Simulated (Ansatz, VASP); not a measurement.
# Ti in VASP and in Ansatz

```
Ti
1.0
     2.91622    0.00000    0.00000
    -1.45811    2.52552    0.00000
     0.00000    0.00000    4.72427
Ti
2
Cartesian
  0.0000 1.6837 1.1811
  1.4581 0.8418 3.5432
```

Alike in both runs: task relaxation of cell and atoms; functional PBE; k mesh 17 × 17 × 9; occupations fermi-dirac, width 0.05 eV; no spin polarisation.

|  | VASP | Ansatz |
| --- | --- | --- |
| version | VASP 6.6.1 | Ansatz 0.2.0 |
| potentials or method | VASP PAW PBE potentials, release 64 (Ti_sv) | PAW with Ansatz's default frozen-core files, scalar-relativistic |
| plane-wave cutoff (eV) | 600 | 420 |
| valence electrons in the cell | 24 | 24 |

|  | VASP | Ansatz | Ansatz less VASP |
| --- | --- | --- | --- |
| relaxed volume (Å³/atom) | 17.35 | 17.40 | +0.041 |
| relaxed cell length with the largest relative difference (Å) | 2.937 | 2.940 | +0.0028 |
